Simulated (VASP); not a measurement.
Wanted: the native input for a VASP 6.6.1 run.

| Quantity | Value |
| --- | --- |
| Task | G0W0 quasiparticle levels |
| Functional | PBE |
| Potentials or basis | VASP PAW PBE potentials, release 64 (C_GW) |
| Cutoff | 500 eV |
| k mesh | 2 × 2 × 2 |
| Occupations | gaussian, width 0.01 eV |
| Spin | no spin polarisation |
| Dipole correction | no |
| GW scheme | G0W0 |
| GW iterations | 1 |
| Cutoff of the response function | 100 |
| Frequency points | 48 |
| Empty bands | 34 |
| Further INCAR settings | ALGO = EVGW0; EDIFF = 1e-08; NBANDS = 38 |

Crystal: C.

```
C
1.0
     0.00000    1.78350    1.78350
     1.78350    0.00000    1.78350
     1.78350    1.78350    0.00000
C
2
Direct
  0.00000 0.00000 0.00000
  0.25000 0.25000 0.25000
```

The input as run:

POSCAR

```
C
1.0
    0.0000000000      1.7835000000      1.7835000000
    1.7835000000      0.0000000000      1.7835000000
    1.7835000000      1.7835000000      0.0000000000
C
2
Direct
    0.0000000000      0.0000000000      0.0000000000
    0.2500000000      0.2500000000      0.2500000000
```

INCAR.step1

```
SYSTEM = C
  PREC = Accurate
  ENCUT = 500
  EDIFF = 1E-8
  ISMEAR = 0
  SIGMA = 0.01
  LREAL = .False.
  LASPH = .True.
  NELM = 100
  ALGO = Normal
  LWAVE = .True.
  LCHARG = .False.
  GGA = PE
```

INCAR.step2

```
SYSTEM = C
  PREC = Accurate
  ENCUT = 500
  EDIFF = 1E-8
  ISMEAR = 0
  SIGMA = 0.01
  LREAL = .False.
  LASPH = .True.
  NELM = 1
  ALGO = Exact
  LWAVE = .True.
  LCHARG = .False.
  GGA = PE
  NBANDS = 38
  LOPTICS = .True.
  ISTART = 1
```

INCAR.step3

```
SYSTEM = C
  PREC = Accurate
  ENCUT = 500
  EDIFF = 1E-8
  ISMEAR = 0
  SIGMA = 0.01
  LREAL = .False.
  LASPH = .True.
  ALGO = EVGW0
  LWAVE = .False.
  LCHARG = .False.
  GGA = PE
  NELMGW = 1
  NBANDS = 38
  ENCUTGW = 100.0
  NOMEGA = 48
  PRECFOCK = Fast
  ISTART = 1
  NBANDSGW = 12
```

KPOINTS

```
regular mesh
0
Gamma
  2 2 2
  0 0 0
```

Potentials or basis: VASP PAW PBE potentials, release 64 (C_GW).

Launch:

```sh
$ cat potpaw_PBE.64/C_GW/POTCAR > POTCAR
$ cp INCAR.step1 INCAR
$ mpirun -np 1 vasp_std > vasp.out
$ cp INCAR.step2 INCAR
$ mpirun -np 1 vasp_std > vasp.out
$ cp INCAR.step3 INCAR
$ mpirun -np 1 vasp_std > vasp.out
```

Results of the run:

* Band gap on the k mesh, mean-field level: 4.56 eV, indirect (least direct gap 5.50 eV)
* Quasiparticle gap: 5.12 eV
* Least direct quasiparticle gap: 6.83 eV

Caveat: the k points lie up to 1.53 Å⁻¹ apart; bands, screening cutoff and mesh are small and nothing is extrapolated, so the quasiparticle values aren't converged.

It took 6.4 s on 1 thread of Intel(R) Xeon(R) Platinum 8375C CPU @ 2.90GHz (Ice Lake) (shared host), peak memory 0.11 GiB.
